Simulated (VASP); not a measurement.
PtSe2, 3 atoms in the cell. It takes space group Fm-3m (No. 225, cubic). Conventional cell: a = 6.222 Å, b = 6.222 Å, c = 6.222 Å, α = 90.00°, β = 90.00°, γ = 90.00°. Within 3.6 Å of Pt (site symmetry m-3m) lie 8 Se at 2.69 Å. Se (site symmetry -43m) has 4 Pt at 2.69 Å and 6 Se at 3.11 Å within 3.6 Å. 

| Quantity | Value |
| --- | --- |
| Program | VASP 6.6.1 |
| Task | single point |
| Functional | HSE06 |
| Potentials or basis | VASP PAW PBE potentials, release 64 (Pt, Se) |
| Cutoff | 520 eV |
| k mesh | 4 × 4 × 4 |
| Occupations | fermi-dirac, width 0.02 eV |
| Spin | no spin polarisation |
| Dipole correction | no |
| Grid for exact exchange (PRECFOCK) | Normal |
| Further INCAR settings | ALGO = Normal; EDIFF = 1e-07; NBANDS = 18 |
| Share of exact exchange | 0.25 |
| Screening parameter | 0.2079 1/Å |

Potentials or basis: VASP PAW PBE potentials, release 64 (Pt, Se).

Run with:

```bash
$ cat potpaw_PBE.64/Pt/POTCAR potpaw_PBE.64/Se/POTCAR > POTCAR
$ cp INCAR.step1 INCAR
$ mpirun -np 1 vasp_std > vasp.out
$ cp INCAR.step2 INCAR
$ mpirun -np 1 vasp_std > vasp.out
```

Hardware: 1 thread of Intel(R) Xeon(R) Platinum 8488C (Sapphire Rapids), on a shared host.

Q: How long does it take, and how much memory?

A: Wall time 64 min on 1 thread of Intel(R) Xeon(R) Platinum 8488C (Sapphire Rapids), with other jobs on the host, peak memory 0.31 GiB. Counts: k points 8.
